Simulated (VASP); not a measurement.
# Al16Cu8Sb in VASP: a series of runs

Runs on Al16Cu8Sb. Level: PBEsol. Tasks: single point.

All numbers are computed with VASP 6.6.1; they aren't measurements. Logs are shortened: lines on timing, memory, paths and dates and some standing lists are left out, and cuts for length are marked.

## Step 1: The cell of the first run

The cell holds a slab with vacuum, 25 atoms: a = 5.998 Å, b = 5.998 Å, c = 20.375 Å, α = 90.00°, β = 90.00°, γ = 90.00°.

## Step 2: Single point, PBEsol

File INCAR:

```
SYSTEM = Al16Cu8Sb
  ALGO = Normal
  EDIFF = 1E-7
  ENCUT = 520
  GGA = PS
  ISIF = 2
  ISMEAR = -1
  LASPH = .True.
  LCHARG = .False.
  LREAL = Auto
  LWAVE = .False.
  NBANDS = 88
  NELM = 60
  PREC = Accurate
  SIGMA = 0.1
```

File KPOINTS:

```
k-points
0
Gamma
  2 2 1
  0 0 0
```

File POSCAR:

```
Al16Cu8Sb
1.0
    5.9977960000      0.0000000000      0.0000000000
    0.0000000000      5.9977960000      0.0000000000
    0.0000000000      0.0000000000     20.3745810000
Al Cu Sb
16 8 1
Direct
    0.1586082621      0.3413920714      0.0490807639
    0.1740972851      0.6741809825      0.1643862026
    0.8617332100      0.3614494391      0.1674390261
    0.8413924048      0.6586085956      0.0490807639
    0.6477546085      0.8612997174      0.1634683923
    0.6586085956      0.1586082621      0.0490807639
    0.3413920714      0.8413924048      0.0490807639
    0.3407751781      0.1639602281      0.1589431459
    0.2157125718      0.3272535445      0.2799223209
    0.2435394602      0.7250496682      0.4391844917
    0.8609996072      0.3558307085      0.3941430746
    0.8665183011      0.6963391219      0.2781308730
    0.6208447236      0.8627002319      0.4098489191
    0.6590420881      0.1763647847      0.2965214352
    0.3353065026      0.8431597207      0.2895715990
    0.2699658341      0.2011405523      0.4375550103
    0.0221414666      0.0254593521      0.2327115340
    0.0000000000      0.0000000000      0.1078009899
    0.5000003335      0.5000003335      0.1078009899
    0.5247260827      0.5086201665      0.2277347446
   -0.1088733261      0.0728767701      0.4818454917
   -0.0475508003     -0.0365134126      0.3468292182
    0.4888629090      0.4893464199      0.3470942544
    0.5673083913      0.4686721589      0.4726673888
   -0.0650405582      0.4708562945      0.5355692959
```

Potentials or basis: VASP PAW PBE potentials, release 64 (Al, Cu, Sb).

Run with:

```
$ cat potpaw_PBE.64/Al/POTCAR potpaw_PBE.64/Cu/POTCAR potpaw_PBE.64/Sb/POTCAR > POTCAR
$ mpirun -np 1 vasp_std > vasp.out
```

OUTCAR:

```text
SYSTEM = Al16Cu8Sb
   EDIFF = 1E-7
   ENCUT = 520
   GGA = PS
   ISIF = 2
   ISMEAR = -1
   LASPH = .True.
   LREAL = Auto
   NELM = 60
   PREC = Accurate

 ion  position               nearest neighbor table
   1  0.159  0.341  0.049-  19 2.56  18 2.56   4 2.69   8 2.71   3 3.00   2 3.08   6 3.19   7 3.19
                             7 3.19   6 3.19
   2  0.174  0.674  0.164-  18 2.50  19 2.50   3 2.65  20 2.66  17 2.68   7 2.74  15 2.91  12 2.97
                             5 3.05   4 3.08   1 3.08   8 3.11   9 3.15   8 3.22   5 3.35
   3  0.862  0.361  0.167-  20 2.52  17 2.60  18 2.62  19 2.62   2 2.65   6 2.96   1 3.00   4 3.00
                            12 3.02  14 3.10   8 3.11   9 3.13   5 3.26   5 3.26   8 3.35
   4  0.841  0.659  0.049-  18 2.56  19 2.56   1 2.69   5 2.87   3 3.00   2 3.08   6 3.19   7 3.19
                             7 3.19   6 3.19
   5  0.648  0.861  0.163-  18 2.54   8 2.59  20 2.59  19 2.60  17 2.83  12 2.86   4 2.87   6 2.94
                             7 2.97   2 3.05  15 3.18   3 3.26   3 3.26  14 3.31   2 3.35
   6  0.659  0.159  0.049-  18 2.56  19 2.56   7 2.69   5 2.94   8 2.94   3 2.96   4 3.19   1 3.19
                             4 3.19   1 3.19
   7  0.341  0.841  0.049-  18 2.56  19 2.56   6 2.69   2 2.74   8 2.96   5 2.97   4 3.19   1 3.19
                             4 3.19   1 3.19
   8  0.341  0.164  0.159-  19 2.46  18 2.50  17 2.57   5 2.59   1 2.71  20 2.73   9 2.76   6 2.94
                             7 2.96   2 3.11   3 3.11   2 3.22  15 3.28   3 3.35
   9  0.216  0.327  0.280-  23 2.35  17 2.36  20 2.40   8 2.76  14 2.83  15 3.00  22 3.02  12 3.05
                             3 3.13   2 3.15  11 3.16  15 3.18  16 3.32
  10  0.244  0.725  0.439-  13 2.48  24 2.57  23 2.77  16 2.86  22 2.94  25 3.10  16 3.15  15 3.18
                            11 3.32
  11  0.861  0.356  0.394-  21 2.47  24 2.47  23 2.56  14 2.57  22 2.60  16 2.77  25 3.00  12 3.12
                             9 3.16  13 3.31  10 3.32
  12  0.867  0.696  0.278-  22 2.19  17 2.37  20 2.55   5 2.86  23 2.94  15 2.96   2 2.97   3 3.02
                             9 3.05  11 3.12  14 3.16  13 3.22  15 3.31
  13  0.621  0.863  0.410-  22 2.44  10 2.48  21 2.52  23 2.70  24 2.71  16 2.98  14 2.99  15 2.99
                            12 3.22  11 3.31
  14  0.659  0.176  0.297-  23 2.37  22 2.40  11 2.57  20 2.57  17 2.69  15 2.79   9 2.83  13 2.99
                             3 3.10  12 3.16   5 3.31
  15  0.335  0.843  0.290-  17 2.46  23 2.59  20 2.63  22 2.67  14 2.79   2 2.91  12 2.96  13 2.99
                             9 3.00  10 3.18   5 3.18   9 3.18   8 3.28  12 3.31
  16  0.270  0.201  0.438-  24 2.50  21 2.56  11 2.77  23 2.85  10 2.86  13 2.98  22 3.01  10 3.15
                            25 3.26   9 3.32
  17  0.022  0.025  0.233-   9 2.36  12 2.37  22 2.39  15 2.46  18 2.55   8 2.57   3 2.60   2 2.68
                            14 2.69   5 2.83
  18  0.000  0.000  0.108-   8 2.50   2 2.50   5 2.54  17 2.55   4 2.56   6 2.56   7 2.56   1 2.56
                             3 2.62
  19  0.500  0.500  0.108-  20 2.45   8 2.46   2 2.50   7 2.56   4 2.56   1 2.56   6 2.56   5 2.60
                             3 2.62
  20  0.525  0.509  0.228-   9 2.40  23 2.44  19 2.45   3 2.52  12 2.55  14 2.57   5 2.59  15 2.63
                             2 2.66   8 2.73
  21  0.891  0.073  0.482-  11 2.47  13 2.52  16 2.56  25 2.64
  22  0.952  0.963  0.347-  12 2.19  17 2.39  14 2.40  13 2.44  11 2.60  15 2.67  10 2.94  16 3.01
                             9 3.02
  23  0.489  0.489  0.347-   9 2.35  14 2.37  20 2.44  11 2.56  15 2.59  24 2.60  13 2.70  10 2.77
                            16 2.85  12 2.94
  24  0.567  0.469  0.473-  11 2.47  16 2.50  25 2.55  10 2.57  23 2.60  13 2.71
  25  0.935  0.471  0.536-  24 2.55  21 2.64  11 3.00  10 3.10  16 3.26

  LATTYP: Found a simple tetragonal cell.
 ALAT       =     5.9977960000
 C/A-ratio  =     3.3970113355

  Lattice vectors:

 A1 = (   5.9977960000,   0.0000000000,   0.0000000000)
 A2 = (   0.0000000000,   5.9977960000,   0.0000000000)
 A3 = (   0.0000000000,   0.0000000000,  20.3745810000)

Analysis of symmetry for initial positions (statically):
=====================================================================
 Subroutine PRICEL returns:
 Original cell was already a primitive cell.

 Routine SETGRP: Setting up the symmetry group for a
 simple tetragonal supercell.

 Subroutine GETGRP returns: Found  1 space group operations
 (whereof  1 operations were pure point group operations)
 out of a pool of 16 trial point group operations.

The static configuration has the point symmetry C_1 .

Analysis of symmetry for dynamics (positions and initial velocities):
=====================================================================
 Subroutine PRICEL returns:
 Original cell was already a primitive cell.

 Routine SETGRP: Setting up the symmetry group for a
 simple tetragonal supercell.

 Subroutine GETGRP returns: Found  1 space group operations
[... 89 lines left out ...]
     0.083363956  0.000000000  0.000000000     0.500000000  0.000000000  0.000000000
     0.000000000  0.083363956  0.000000000     0.000000000  0.500000000  0.000000000
     0.000000000  0.000000000  0.049080764     0.000000000  0.000000000  1.000000000

  Length of vectors
     0.083363956  0.083363956  0.049080764

  Shift w.r.t. Gamma in fractional coordinates (k-lattice)
     0.000000000  0.000000000  0.000000000

 Subroutine IBZKPT returns following result:
 ===========================================

 Found      4 irreducible k-points:

 Following reciprocal coordinates:
            Coordinates               Weight
  0.000000  0.000000  0.000000      1.000000
  0.500000  0.000000  0.000000      1.000000
  0.000000  0.500000  0.000000      1.000000
  0.500000  0.500000  0.000000      1.000000
   k-points           NKPTS =      4   k-points in BZ     NKDIM =      4   number of bands    NBANDS=     88
   number of dos      NEDOS =    301   number of ions     NIONS =     25
   total plane-waves  NPLWV = 368640
   dimension x,y,z NGX =    48 NGY =   48 NGZ =  160
   dimension x,y,z NGXF=    96 NGYF=   96 NGZF=  320
   ions per type =              16   8   1
   NGX,Y,Z   is equivalent  to a cutoff of  13.30, 13.30, 13.06 a.u.
   NGXF,Y,Z  is equivalent  to a cutoff of  26.61, 26.61, 26.11 a.u.
 SYSTEM =  Al16Cu8Sb
   PREC   = accura    normal or accurate (medium, high low for compatibility)
   ISTART =      0    job   : 0-new  1-cont  2-samecut
   ICHARG =      2    charge: 1-file 2-atom 10-const
   ISPIN  =      1    spin polarized calculation?
   LNONCOLLINEAR =      F non collinear calculations
   LSORBIT =      F    spin-orbit coupling
   LASPH  =      T    aspherical Exc in radial PAW
   ENCUT  =  520.0 eV  38.22 Ry    6.18 a.u.  11.15 11.15 37.88*2*pi/ulx,y,z
   NELM   =     60;   NELMIN=  2; NELMDL= -5     # of ELM steps
   EDIFF  = 0.1E-06   stopping-criterion for ELM
   LREAL  =      T    real-space projection
   EDIFFG = 0.1E-05   stopping-criterion for IOM
   NSW    =      0    number of steps for IOM
   IBRION =     -1    ionic relax: 0-MD 1-quasi-New 2-CG
   NFREE  =      0    steps in history (QN), initial steepest desc. (CG)
   ISIF   =      2    stress and relaxation
   ISYM   =      2    0-nonsym 1-usesym 2-fastsym
   POTIM  = 0.5000    time-step for ionic-motion
   TEBEG  =    0.0;   TEEND  =   0.0 temperature during run
   PSTRESS=    0.0 pullay stress
   NELECT =     141.0000    total number of electrons
   NUPDOWN=      -1.0000    fix difference up-down
   EMIN   =  10.00;   EMAX   =-10.00  energy-range for DOS
   EFERMI =   0.00;   METHOD = LEGACY
   ISMEAR =    -1;   SIGMA  =   0.10  broadening in eV -4-tet -1-fermi 0-gaus
   EFERMI_NEDOS =   21; number of points for ismear=-14 and -15
   IALGO  =     38    algorithm
   IMIX   =      4    mixing-type and parameters
     AMIX     =   0.40;   BMIX     =  1.00
     AMIX_MAG =   1.60;   BMIX_MAG =  1.00
  volume/ion in A,a.u.               =      29.32       197.85
  Fermi-wavevector in a.u.,A,eV,Ry     =   0.945055  1.785895 12.151762  0.893129
  Thomas-Fermi vector in A             =   2.072920
   LORBIT       =      0    0 simple, 1 ext, 2 COOP (PROOUT), +10 PAW based schemes
   GGA     = PS    functional components
   LHFCALC =     F    Hartree Fock is set to
   AEXX    =    0.0000 exact exchange contribution
   IVDW    =     0    specifies the selected vdW correction
   LEPSILON=     F    determine dielectric tensor
   LRPA    =     F    only Hartree local field effects (RPA)
 non-spin polarized calculation
  energy-cutoff  :      520.00
  volume of cell :      732.95
 maximum number of plane-waves:     19723
 NGX is ok and might be reduce to    48
   NGX = 23   NGY = 23   NGZ = 75

 number of electron     141.0000014 magnetization

 Free energy of the ion-electron system (eV)
  ---------------------------------------------------
  ext. energy  EPLUGINS =         0.00000000
  ---------------------------------------------------
  free energy    TOTEN  =       -99.63910037 eV

  energy without entropy =      -99.28549794  energy(sigma->0) =      -99.46229916

 E-fermi :   2.2428     XC(G=0):  -6.7074

 val. band max:        2.1976713893   @ k =   0.0000   0.5000   0.0000
 cond. band min:       2.2902777676   @ k =   0.5000   0.5000   0.0000
 fundamental gap:      0.0926063783
 Fermi energy:         2.2427847402

 k-point     1 :       0.0000    0.0000    0.0000
  band No.  band energies     occupation
      1      -8.2816      2.00000
      2      -7.7384      2.00000
      3      -6.9563      2.00000
      4      -5.5669      2.00000
      5      -4.5628      2.00000
      6      -4.4523      2.00000
[... 329 lines left out ...]
     81       4.0158      0.00000
     82       4.1892      0.00000
 [bands above 82 left out]

------------------------ aborting loop because EDIFF is reached ----------------------------------------

  FORCE on cell =-STRESS in cart. coord.  units (eV):
  Direction    XX          YY          ZZ          XY          YZ          ZX
  --------------------------------------------------------------------------------------
  -------------------------------------------------------------------------------------
  Total       -2.8307281     -7.3980887     -8.4248762      3.8219955      1.8112984      2.8584564
  in kB       -6.1878057    -16.1717884    -18.4162858      8.3546582      3.9593921      6.2484181
  external PRESSURE =     -13.5919600 kB  Pullay stress =       0.0000000 kB

 VOLUME and BASIS-vectors are now :
 -----------------------------------------------------------------------------
  energy-cutoff  :      520.00
  volume of cell :      732.95
      direct lattice vectors                 reciprocal lattice vectors
     5.997796000  0.000000000  0.000000000     0.166727911  0.000000000  0.000000000
     0.000000000  5.997796000  0.000000000     0.000000000  0.166727911  0.000000000
     0.000000000  0.000000000 20.374581000     0.000000000  0.000000000  0.049080764

 POSITION                                       TOTAL-FORCE (eV/Angst)
 -----------------------------------------------------------------------------------
      0.95130      2.04760      1.00000        -0.030543      0.126893      0.131867
      1.04420      4.04360      3.34930         0.019803     -0.015008      0.295256
      5.16850      2.16790      3.41150        -0.224313     -0.348940      0.120767
      5.04650      3.95020      1.00000        -0.037792      0.053923      0.337665
      3.88510      5.16590      3.33060         0.390177     -0.256868      0.293106
      3.95020      0.95130      1.00000         0.088084      0.116491      0.401165
[... 17 lines left out ...]
      3.40260      2.81100      9.63040        -0.219156      0.285489     -0.318601
      5.60770      2.82410     10.91200         0.322941      0.008262     -0.822584
 -----------------------------------------------------------------------------------
    total drift:                                0.009794     -0.002183     -0.004137

  FREE ENERGIE OF THE ION-ELECTRON SYSTEM (eV)
  ---------------------------------------------------
  free  energy   TOTEN  =       -99.6391003724 eV

  energy  without entropy=      -99.2854979416  energy(sigma->0) =      -99.46229916
```

Run time: 13 min. Hardware: 1 thread of Intel Xeon Platinum 8259CL at 2.50GHz (Skylake/Cascade Lake), shared host; peak memory 0.81 GiB.

Results:

| Item | Value |
| --- | --- |
| Free energy | -99.6391 eV |
| Largest force | 2.597 eV/Å |
| Band gap on the k mesh | zero (an odd number of electrons rules out a gap without spin polarisation) |

Forces in eV/Å, atoms in the order of the input:
```
Al  -0.031  0.127  0.132
Al   0.020 -0.015  0.295
Al  -0.224 -0.349  0.121
Al  -0.038  0.054  0.338
Al   0.390 -0.257  0.293
Al   0.088  0.116  0.401
Al  -0.006 -0.052  0.262
Al   0.095  0.028  0.502
Al  -1.110  0.032  0.462
Al  -1.317 -0.356  0.269
Al   0.300  0.607 -0.054
Al  -0.951 -2.188 -0.692
Al   0.616  0.069 -0.105
Al  -0.238 -0.649 -1.256
Al   0.305 -0.153  0.143
Al   0.317 -0.151 -0.098
Cu  -0.464 -0.053 -1.292
Cu  -0.178  0.196 -0.160
Cu   0.295  0.233 -0.418
Cu   0.055  0.410 -0.393
Cu   0.377 -0.114 -0.455
Cu   1.211  1.280  1.908
Cu   0.386  0.889  0.939
Cu  -0.219  0.285 -0.319
Sb   0.323  0.008 -0.823
```

Caveat: the k points lie up to 0.52 Å⁻¹ apart, too coarse for converged energies and pressures of a metal; the atoms stand as in a frame of molecular dynamics; there is no dipole correction, which matters where the two faces differ; the PAW data sets were made with another functional, which shifts forces and pressure a little; spin-orbit coupling is left out, which moves the levels of the heavy elements.

[end of part 1 of 2]

The gap in the log of VASP goes by the Fermi energy; the results here count the filled bands.